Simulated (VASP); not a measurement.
# Fe (Im-3m) in VASP: further runs

The runs below take Fe through single point, with PBE+U.

All numbers are computed with VASP 6.6.1; they aren't measurements. Logs are shortened: lines on timing, memory, paths and dates and some standing lists are left out, and cuts for length are marked.

## (1) The cell of the first run

The structure is cubic, space group Im-3m (No. 229). The conventional cell has a = 2.861 Å, b = 2.861 Å, c = 2.861 Å, α = 90.00°, β = 90.00°, γ = 90.00°. Within 3.3 Å of Fe (site symmetry m-3m) lie 14 Fe at 2.48 to 2.86 Å.

## (2) Single point, PBE+U, collinear spin, ferromagnetic start

INCAR reads:

```
SYSTEM = Fe
PREC = Accurate
ENCUT = 520
EDIFF = 1E-6
ISMEAR = -1
SIGMA = 0.05
LREAL = .FALSE.
LASPH = .TRUE.
NELM = 150
ALGO = Normal
ISIF = 2
LWAVE = .FALSE.
LCHARG = .FALSE.
ISPIN = 2
MAGMOM = 4
LORBIT = 11
LMAXMIX = 4
LDAU = .TRUE.
LDAUTYPE = 2
LDAUL = 2
LDAUU = 5.3
LDAUJ = 0
LDAUPRINT = 1
GGA = PE
NBANDS = 14
```

KPOINTS reads:

```
regular mesh
0
G
  12 12 12
  0 0 0
```

POSCAR reads:

```
Fe
1.0
   -1.4304000000      1.4304000000      1.4304000000
    1.4304000000     -1.4304000000      1.4304000000
    1.4304000000      1.4304000000     -1.4304000000
Fe
1
Direct
    0.0000000000      0.0000000000      0.0000000000
```

Potentials or basis: VASP PAW PBE potentials, release 64 (Fe).

Started as:

```bash
$ cat potpaw_PBE.64/Fe/POTCAR > POTCAR
$ mpirun -np 1 vasp_std > vasp.out
```

OUTCAR:

```text
SYSTEM = Fe
   PREC = Accurate
   ENCUT = 520
   EDIFF = 1E-6
   ISMEAR = -1
   LREAL = .FALSE.
   LASPH = .TRUE.
   NELM = 150
   ISIF = 2
   ISPIN = 2
   LORBIT = 11
   GGA = PE

 ion  position               nearest neighbor table
   1  0.000  0.000  0.000-

  LATTYP: Found a body centered cubic cell.
 ALAT       =     2.8608000000

  Lattice vectors:

 A1 = (  -1.4304000000,   1.4304000000,   1.4304000000)
 A2 = (   1.4304000000,  -1.4304000000,   1.4304000000)
 A3 = (   1.4304000000,   1.4304000000,  -1.4304000000)

Analysis of symmetry for initial positions (statically):
=====================================================================
 Subroutine PRICEL returns:
 Original cell was already a primitive cell.

 Routine SETGRP: Setting up the symmetry group for a
 body centered cubic supercell.

 Subroutine GETGRP returns: Found 48 space group operations
 (whereof 48 operations were pure point group operations)
 out of a pool of 48 trial point group operations.

The static configuration has the point symmetry O_h .

Analysis of symmetry for dynamics (positions and initial velocities):
=====================================================================
 Subroutine PRICEL returns:
 Original cell was already a primitive cell.

 Routine SETGRP: Setting up the symmetry group for a
 body centered cubic supercell.

 Subroutine GETGRP returns: Found 48 space group operations
 (whereof 48 operations were pure point group operations)
 out of a pool of 48 trial point group operations.

The dynamic configuration has the point symmetry O_h .

Analysis of structural, dynamic, and magnetic symmetry:
=====================================================================
 Subroutine PRICEL returns:
 Original cell was already a primitive cell.

 Routine SETGRP: Setting up the symmetry group for a
 body centered cubic supercell.

 Subroutine GETGRP returns: Found 48 space group operations
 (whereof 48 operations were pure point group operations)
 out of a pool of 48 trial point group operations.

The overall configuration has the point symmetry O_h .

 Subroutine INISYM returns: Found 48 space group operations
 (whereof 48 operations are pure point group operations),
 and found     1 'primitive' translations

----------------------------------------------------------------------------------------

                                     Primitive cell

  volume of cell :      11.7066

  direct lattice vectors                    reciprocal lattice vectors
    -1.430400000  1.430400000  1.430400000     0.000000000  0.349552573  0.349552573
     1.430400000 -1.430400000  1.430400000     0.349552573  0.000000000  0.349552573
     1.430400000  1.430400000 -1.430400000     0.349552573  0.349552573  0.000000000

  length of vectors
     2.477525475  2.477525475  2.477525475     0.494341989  0.494341989  0.494341989

  position of ions in fractional coordinates (direct lattice)
     0.000000000  0.000000000  0.000000000

  ion indices of the primitive-cell ions
   primitive index   ion index
                 1           1

----------------------------------------------------------------------------------------

 KPOINTS: regular mesh

Automatic generation of k-mesh.
 Grid dimensions read from file:
 generate k-points for:   12   12   12

 Generating k-lattice:

  Cartesian coordinates                     Fractional coordinates (reciprocal lattice)
     0.000000000  0.029129381  0.029129381     0.083333333  0.000000000  0.000000000
     0.029129381  0.000000000  0.029129381     0.000000000  0.083333333  0.000000000
     0.029129381  0.029129381  0.000000000     0.000000000  0.000000000  0.083333333

  Length of vectors
     0.041195166  0.041195166  0.041195166

  Shift w.r.t. Gamma in fractional coordinates (k-lattice)
     0.000000000  0.000000000  0.000000000

 Subroutine IBZKPT returns following result:
 ===========================================

 Found     72 irreducible k-points:

 Following reciprocal coordinates:
            Coordinates               Weight
  0.000000  0.000000  0.000000      1.000000
  0.083333  0.000000  0.000000     12.000000
  0.166667  0.000000  0.000000     12.000000
  0.250000  0.000000  0.000000     12.000000
  0.333333  0.000000  0.000000     12.000000
  0.416667  0.000000  0.000000     12.000000
[... 16 lines left out ...]
  0.333333  0.083333  0.083333     24.000000
  0.416667  0.083333  0.083333     12.000000
 [... further k-points ...]
   k-points           NKPTS =     72   k-points in BZ     NKDIM =     72   number of bands    NBANDS=     14
   number of dos      NEDOS =    301   number of ions     NIONS =      1
   total plane-waves  NPLWV =   5832
   dimension x,y,z NGX =    18 NGY =   18 NGZ =   18
   dimension x,y,z NGXF=    36 NGYF=   36 NGZF=   36
   ions per type =               1
   NGX,Y,Z   is equivalent  to a cutoff of  12.08, 12.08, 12.08 a.u.
   NGXF,Y,Z  is equivalent  to a cutoff of  24.16, 24.16, 24.16 a.u.
 SYSTEM =  Fe
   PREC   = accura    normal or accurate (medium, high low for compatibility)
   ISTART =      0    job   : 0-new  1-cont  2-samecut
   ICHARG =      2    charge: 1-file 2-atom 10-const
   ISPIN  =      2    spin polarized calculation?
   LNONCOLLINEAR =      F non collinear calculations
   LSORBIT =      F    spin-orbit coupling
   LASPH  =      T    aspherical Exc in radial PAW
   ENCUT  =  520.0 eV  38.22 Ry    6.18 a.u.   4.61  4.61  4.61*2*pi/ulx,y,z
   NELM   =    150;   NELMIN=  2; NELMDL= -5     # of ELM steps
   EDIFF  = 0.1E-05   stopping-criterion for ELM
   LREAL  =      F    real-space projection
   EDIFFG = 0.1E-04   stopping-criterion for IOM
   NSW    =      0    number of steps for IOM
   IBRION =     -1    ionic relax: 0-MD 1-quasi-New 2-CG
   NFREE  =      0    steps in history (QN), initial steepest desc. (CG)
   ISIF   =      2    stress and relaxation
   ISYM   =      2    0-nonsym 1-usesym 2-fastsym
   POTIM  = 0.5000    time-step for ionic-motion
   TEBEG  =    0.0;   TEEND  =   0.0 temperature during run
   PSTRESS=    0.0 pullay stress
   NELECT =       8.0000    total number of electrons
   NUPDOWN=      -1.0000    fix difference up-down
   EMIN   =  10.00;   EMAX   =-10.00  energy-range for DOS
   EFERMI =   0.00;   METHOD = LEGACY
   ISMEAR =    -1;   SIGMA  =   0.05  broadening in eV -4-tet -1-fermi 0-gaus
   EFERMI_NEDOS =   21; number of points for ismear=-14 and -15
   IALGO  =     38    algorithm
   IMIX   =      4    mixing-type and parameters
     AMIX     =   0.40;   BMIX     =  1.00
     AMIX_MAG =   1.60;   BMIX_MAG =  1.00
  volume/ion in A,a.u.               =      11.71        79.00
  Fermi-wavevector in a.u.,A,eV,Ry     =   1.441985  2.724956 28.290866  2.079320
  Thomas-Fermi vector in A             =   2.560556
   LORBIT       =     11    0 simple, 1 ext, 2 COOP (PROOUT), +10 PAW based schemes
 LDA+U is selected, type is set to LDAUTYPE =  2
   angular momentum for each species LDAUL =     2
   U (eV)           for each species LDAUU =   5.3
   J (eV)           for each species LDAUJ =   0.0
   GGA     = PE    functional components
   LHFCALC =     F    Hartree Fock is set to
   AEXX    =    0.0000 exact exchange contribution
   IVDW    =     0    specifies the selected vdW correction
   LEPSILON=     F    determine dielectric tensor
   LRPA    =     F    only Hartree local field effects (RPA)
 spin polarized calculation
  energy-cutoff  :      520.00
  volume of cell :       11.71
 maximum number of plane-waves:       327
   NGX =  9   NGY =  9   NGZ =  9

atom =   1  type =  1  l = 2

 onsite density matrix

spin component  1

  0.9384  0.0000  0.0000 -0.0000 -0.0000
  0.0000  0.9384 -0.0000  0.0000 -0.0000
  0.0000 -0.0000  0.9483 -0.0000  0.0000
 -0.0000  0.0000 -0.0000  0.9384 -0.0000
 -0.0000 -0.0000  0.0000 -0.0000  0.9483

spin component  2

  0.3947 -0.0000 -0.0000  0.0000  0.0000
 -0.0000  0.3947  0.0000 -0.0000  0.0000
 -0.0000  0.0000  0.1850  0.0000  0.0000
  0.0000 -0.0000  0.0000  0.3947  0.0000
  0.0000  0.0000  0.0000  0.0000  0.1850

 occupancies and eigenvectors

  o =  0.1850  v =  0.0000  0.0000  0.0000  0.0000  0.0000  0.0000  0.0000 -1.0000  0.0000 -0.0056      0.0000  0.0000  0.0000  0.0000  0.0000  0.0000  0.0000  0.0000  0.0000  0.0000
  o =  0.1850  v =  0.0000  0.0000  0.0000  0.0000  0.0000  0.0000  0.0000  0.0056  0.0000 -1.0000      0.0000  0.0000  0.0000  0.0000  0.0000  0.0000  0.0000  0.0000  0.0000  0.0000
  o =  0.3947  v =  0.0000  0.0000  0.0000  0.0000  0.0000  1.0000  0.0000  0.0000  0.0000  0.0000      0.0000  0.0000  0.0000  0.0000  0.0000  0.0000  0.0000  0.0000  0.0000  0.0000
  o =  0.3947  v =  0.0000  0.0000  0.0000  0.0000  0.0000  0.0000 -0.9999 -0.0000  0.0116 -0.0000      0.0000  0.0000  0.0000  0.0000  0.0000  0.0000  0.0000  0.0000  0.0000  0.0000
  o =  0.3947  v =  0.0000  0.0000  0.0000  0.0000  0.0000  0.0000  0.0116  0.0000  0.9999  0.0000      0.0000  0.0000  0.0000  0.0000  0.0000  0.0000  0.0000  0.0000  0.0000  0.0000
  o =  0.9384  v =  0.0000 -0.9627 -0.0000  0.2706  0.0000  0.0000  0.0000  0.0000  0.0000  0.0000      0.0000  0.0000  0.0000  0.0000  0.0000  0.0000  0.0000  0.0000  0.0000  0.0000
  o =  0.9384  v =  0.0000  0.2706 -0.0000  0.9627 -0.0000  0.0000  0.0000  0.0000  0.0000  0.0000      0.0000  0.0000  0.0000  0.0000  0.0000  0.0000  0.0000  0.0000  0.0000  0.0000
  o =  0.9384  v =  1.0000  0.0000  0.0000  0.0000  0.0000  0.0000  0.0000  0.0000  0.0000  0.0000      0.0000  0.0000  0.0000  0.0000  0.0000  0.0000  0.0000  0.0000  0.0000  0.0000
  o =  0.9483  v =  0.0000 -0.0000  0.9991  0.0000  0.0419  0.0000  0.0000  0.0000  0.0000  0.0000      0.0000  0.0000  0.0000  0.0000  0.0000  0.0000  0.0000  0.0000  0.0000  0.0000
  o =  0.9483  v =  0.0000  0.0000 -0.0419  0.0000  0.9991  0.0000  0.0000  0.0000  0.0000  0.0000      0.0000  0.0000  0.0000  0.0000  0.0000  0.0000  0.0000  0.0000  0.0000  0.0000

 number of electron       8.0000000 magnetization       2.8354357

 Free energy of the ion-electron system (eV)
  ---------------------------------------------------
  ext. energy  EPLUGINS =         0.00000000
  ---------------------------------------------------
  free energy    TOTEN  =        -4.34353790 eV

  energy without entropy =       -4.33493531  energy(sigma->0) =       -4.33923660

 E-fermi :   5.9253     XC(G=0): -12.8864

 val. band max:        5.9233018658   @ k =  -0.4167   0.5000   0.1667
 cond. band min:       5.9374047508   @ k =  -0.3333   0.3333   0.2500
 fundamental gap:      0.0141028849
 Fermi energy:         5.9253210608

 spin component 1

 k-point     1 :       0.0000    0.0000    0.0000
  band No.  band energies     occupation
      1      -2.6034      1.00000
      2       0.7864      1.00000
      3       0.7864      1.00000
      4       0.7864      1.00000
      5       1.9508      1.00000
      6       1.9508      1.00000
      7      30.4879      0.00000
      8      30.4879      0.00000
      9      30.4879      0.00000
     10      32.5776      0.00000
     11      32.5776      0.00000
     12      32.5776      0.00000
     13      32.9432      0.00000
     14      32.9432      0.00000
[... 375 lines left out ...]
 k-point    24 :       0.4167    0.0833    0.0833
  band No.  band energies     occupation
      1      -0.8212      1.00000
      2      -0.1759      1.00000
      3       2.0546      1.00000
      4       2.1001      1.00000
      5       2.3769      1.00000
      6       7.5739      0.00000
      7      11.6023      0.00000
      8      20.1163      0.00000
      9      22.0463      0.00000
     10      30.0158      0.00000
     11      33.7433      0.00000
     12      40.1389      0.00000
     13      41.1501      0.00000
     14      45.0392      0.00000

 [... further k-points ...]

 spin component 2

 k-point     1 :       0.0000    0.0000    0.0000
  band No.  band energies     occupation
      1      -2.6461      1.00000
      2       6.3074      0.00048
      3       6.3077      0.00048
      4       6.3077      0.00048
      5       9.3505      0.00000
      6       9.3508      0.00000
      7      29.7769      0.00000
      8      29.7769      0.00000
      9      29.7769      0.00000
     10      36.2808      0.00000
     11      36.2808      0.00000
     12      38.9036      0.00000
     13      38.9036      0.00000
     14      38.9036      0.00000
[... 375 lines left out ...]
 k-point    24 :       0.4167    0.0833    0.0833
  band No.  band energies     occupation
      1       3.2239      1.00000
      2       4.8518      1.00000
      3       5.5190      0.99970
      4       9.0823      0.00000
      5       9.6631      0.00000
      6      10.3308      0.00000
      7      14.7483      0.00000
      8      21.5863      0.00000
      9      23.0616      0.00000
     10      32.2845      0.00000
     11      37.4979      0.00000
     12      40.0201      0.00000
     13      44.4637      0.00000
     14      46.6897      0.00000

 [... further k-points ...]
[... 5 lines left out ...]
  --------------------------------------------------------------------------------------
  -------------------------------------------------------------------------------------
  Total        1.1755363      1.1755363      1.1755363     -0.0000000     -0.0000000      0.0000000
  in kB      160.8844675    160.8844675    160.8844675     -0.0000000     -0.0000000      0.0000000
  external PRESSURE =     160.8844675 kB  Pullay stress =       0.0000000 kB

 VOLUME and BASIS-vectors are now :
 -----------------------------------------------------------------------------
  energy-cutoff  :      520.00
  volume of cell :       11.71
      direct lattice vectors                 reciprocal lattice vectors
    -1.430400000  1.430400000  1.430400000     0.000000000  0.349552573  0.349552573
     1.430400000 -1.430400000  1.430400000     0.349552573  0.000000000  0.349552573
     1.430400000  1.430400000 -1.430400000     0.349552573  0.349552573  0.000000000

 POSITION                                       TOTAL-FORCE (eV/Angst)
 -----------------------------------------------------------------------------------
      0.00000      0.00000      0.00000        -0.000000     -0.000000      0.000000
 -----------------------------------------------------------------------------------
    total drift:                                0.000000     -0.000000      0.000000

  FREE ENERGIE OF THE ION-ELECTRON SYSTEM (eV)
  ---------------------------------------------------
  free  energy   TOTEN  =        -4.3435379003 eV

  energy  without entropy=       -4.3349353088  energy(sigma->0) =       -4.33923660

 total charge

# of ion       s       p       d       tot
------------------------------------------
    1        0.487   0.536   6.239   7.262

 magnetization (x)

# of ion       s       p       d       tot
------------------------------------------
    1       -0.033  -0.147   3.157   2.976
```

Wall time 16 s (1 thread of AMD EPYC 9R45 (Zen 5), shared host); peak memory 0.1 GiB.

What came out:

```
Free energy                                           : -4.3435 eV
Pressure                                              : 16.1 GPa
Net moment                                            : 2.84 μB per cell
Site moments                                          : Fe +2.98 μB
Valence electrons inside the program's atomic spheres : Fe 7.26
```

Eigenvalues of the final occupation matrices:
| site | spin | trace | eigenvalues |
| --- | --- | --- | --- |
| site 1 d | 1 | 4.71 | 0.94 0.94 0.94 0.95 0.95 |
| site 1 d | 2 | 1.55 | 0.18 0.18 0.39 0.39 0.39 |

Caveat: the U is typed as a test and isn't derived for this compound. The state reached can hang on the start; a lower one may exist.

## (3) Single point, PBE+U, collinear spin, zero start

INCAR reads:

```
ALGO = Normal
EDIFF = 1E-6
ENCUT = 520
GGA = PE
ISIF = 2
ISMEAR = -1
ISPIN = 2
LASPH = T
LCHARG = T
LDAU = T
LDAUJ = 0
LDAUL = 2
LDAUPRINT = 1
LDAUTYPE = 2
LDAUU = 5.3
LELF = T
LMAXMIX = 4
LORBIT = 11
LREAL = F
LVHAR = T
LWAVE = F
MAGMOM = 0
NBANDS = 14
NELM = 150
NUPDOWN = 0.0
PREC = Accurate
SIGMA = 0.05
```

KPOINTS reads:

```
k-points
0
Gamma
  12 12 12
```

POSCAR is that of step 2.

Potentials or basis: VASP PAW PBE potentials, release 64 (Fe).

Started as:

```bash
$ cat potpaw_PBE.64/Fe/POTCAR > POTCAR
$ mpirun -np 1 vasp_std > vasp.out
```

Run time: 26 s. Hardware: 1 thread of AMD EPYC 9R45 (Zen 5), shared host; peak memory 0.1 GiB.

It converged, with:

| Quantity | Value |
| --- | --- |
| Free energy | -2.2847 eV |
| Pressure | 4.8 GPa |
| Net moment | 0.00 μB per cell |
| Valence electrons inside the program's atomic spheres | Fe 7.30 |

Eigenvalues of the final occupation matrices:
| site | spin | trace | eigenvalues |
| --- | --- | --- | --- |
| site 1 d | 1 | 3.17 | 0.24 0.24 0.90 0.90 0.90 |
| site 1 d | 2 | 3.17 | 0.24 0.24 0.90 0.90 0.90 |

Caveat: the total moment is fixed, so each spin has its own Fermi level; the U is typed as a test and isn't derived for this compound.

(Part 1 of 2 ends here.)
